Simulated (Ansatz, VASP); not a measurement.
Al2O3 in VASP and in Ansatz

The input INCAR:

```
PREC = Accurate
ENCUT = 520
EDIFF = 1E-7
ISMEAR = 0
SIGMA = 0.05
LREAL = F
LASPH = T
NELM = 80
ALGO = Normal
ISIF = 2
LWAVE = F
LCHARG = T
GGA = PS
LELF = T
LVHAR = T
NBANDS = 35
```

Contents of KPOINTS:

```
regular mesh
0
Gamma
  6 6 6
```

File POSCAR:

```
Al2O3
1.0
    2.5032663946      1.4452615268      3.9429783403
   -2.5032663946      1.4452615268      3.9429783403
    0.0000000000     -2.8905230535      3.9429783403
Al O
4 6
Direct
    0.8558773135      0.8558773135      0.8558773135
    0.6441226865      0.6441226865      0.6441226865
    0.1441226865      0.1441226865      0.1441226865
    0.3558773135      0.3558773135      0.3558773135
    0.0558571577      0.4441428423      0.7500000000
    0.7500000000      0.0558571577      0.4441428423
    0.4441428423      0.7500000000      0.0558571577
    0.9441428423      0.5558571577      0.2500000000
    0.2500000000      0.9441428423      0.5558571577
    0.5558571577      0.2500000000      0.9441428423
```

Input for Ansatz:

```yaml
crystal:
  lattice:
    - [2.5032663946, 1.4452615268, 3.9429783403]
    - [-2.5032663946, 1.4452615268, 3.9429783403]
    - [0.0, -2.8905230535, 3.9429783403]
  atoms:
    - { symbol: Al, position: [0.8558773135, 0.8558773135, 0.8558773135] }
    - { symbol: Al, position: [0.6441226865, 0.6441226865, 0.6441226865] }
    - { symbol: Al, position: [0.1441226865, 0.1441226865, 0.1441226865] }
    - { symbol: Al, position: [0.3558773135, 0.3558773135, 0.3558773135] }
    - { symbol: O, position: [0.0558571577, 0.4441428423, 0.75] }
    - { symbol: O, position: [0.75, 0.0558571577, 0.4441428423] }
    - { symbol: O, position: [0.4441428423, 0.75, 0.0558571577] }
    - { symbol: O, position: [0.9441428423, 0.5558571577, 0.25] }
    - { symbol: O, position: [0.25, 0.9441428423, 0.5558571577] }
    - { symbol: O, position: [0.5558571577, 0.25, 0.9441428423] }
basis:
  ecutwfc: 520.0
kpoints:
  mp_grid: { grid: [6, 6, 6] }
hamiltonian:
  xc: pbesol
  pseudopotentials: { kind: paw, azcp: { folder: soft_1 } }
scf:
  occupations: { method: gaussian, width: 0.05 }
output:
  forces: true
  stress: true
  eigenvalues: true
```

Alike in both runs: task single point; functional PBEsol; k mesh 6 × 6 × 6; occupations gaussian, width 0.05 eV; no spin polarisation.

|  | VASP | Ansatz |
| --- | --- | --- |
| version | VASP 6.6.1 | Ansatz 0.2.0 |
| potentials or method | VASP PAW PBE potentials, release 64 (Al, O), cutoff 520 eV | scalar-relativistic, plane waves, PAW |
| valence electrons in the cell | 48 | 48 |

```tsv
	VASP	Ansatz	Ansatz less VASP
gap on the k mesh at the Fermi level (eV)	4.49	4.49	0.000
least direct gap on the mesh (eV)	4.49	4.49	0.000
pressure (GPa)	-1.1	-1.2	-0.12
traceless stress, the component that is largest in VASP (GPa)	32.11	32.11	+0.002
rms of the force components (eV/Å)	0.192	0.190	-0.0018
```

VASP's potentials were made for PBE, not for PBEsol, and Ansatz warns of the same on its side. Atom by atom the forces differ by 0.005 eV/Å (rms over components). With one functional, cell and mesh, what is left measures potentials, basis and numerics.
